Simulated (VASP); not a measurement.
**PtS2: single point with PBE0**

The system is PtS2.

```
Pt S
1.0
     3.52845    0.00000    0.00000
    -1.76422    3.05572    0.00000
     0.00000    0.00000    6.04382
Pt S
1 2
Direct
  0.00000 0.00000 0.00000
  0.66667 0.33333 0.79725
  0.33333 0.66667 0.20275
```

```json
{
 "Program": "VASP 6.6.1",
 "Task": "single point",
 "Functional": "PBE0",
 "Potentials or basis": "VASP PAW PBE potentials, release 64 (Pt, S)",
 "Cutoff": "520 eV",
 "k mesh": "4 × 4 × 4",
 "Occupations": "fermi-dirac, width 0.05 eV",
 "Spin": "no spin polarisation"
}
```

| Property | Result |
| --- | --- |
| Pressure | -0.5 GPa |
| Largest force | 0.043 eV/Å |
| Band gap on the k mesh | 3.04 eV |

Forces in eV/Å, atoms in the order of the input:
```
Pt   0.000  0.000  0.000
S    0.000  0.000  0.043
S    0.000  0.000 -0.043
```

Stress tensor (GPa, compression positive):
```
-0.49  0.00  0.00
 0.00 -0.49  0.00
 0.00  0.00 -0.40
```

Levels at points of the mesh, in eV from the valence-band top:
| k point | band 7 | band 8 | band 9 | band 10 | band 11 | band 12 | band 13 | band 14 | band 15 | band 16 |
| --- | --- | --- | --- | --- | --- | --- | --- | --- | --- | --- |
| (0.00, 0.00, 0.00) | -3.83 | -1.61 | -0.27 | -0.27 | -0.11 | 4.76 | 4.76 | 7.51 | 7.64 | 10.77 |
| (0.50, 0.00, 0.00) | -3.16 | -2.95 | -2.35 | -2.20 | -1.99 | 4.30 | 4.71 | 7.58 | 8.64 | 10.74 |
| (0.00, 0.00, 0.50) | -3.83 | -1.37 | -1.06 | -0.31 | -0.31 | 4.86 | 4.86 | 7.68 | 9.41 | 10.14 |
| (0.50, 0.00, 0.50) | -3.16 | -2.98 | -2.39 | -2.29 | -1.40 | 4.51 | 4.62 | 7.28 | 8.14 | 9.93 |

Run time: 16 min on 1 thread of AMD EPYC 7R13 Processor (Zen 3), with other jobs on the host, peak memory 0.18 GiB.

Caveat: the k points lie up to 0.51 Å⁻¹ apart; the PAW data sets were made with another functional, which shifts forces and pressure a little; spin-orbit coupling is left out, which moves the levels of the heavy elements; this functional lacks dispersion, which binds the layers, so the pressure and a relaxed spacing across them are unreliable. A k mesh can miss the band edges.
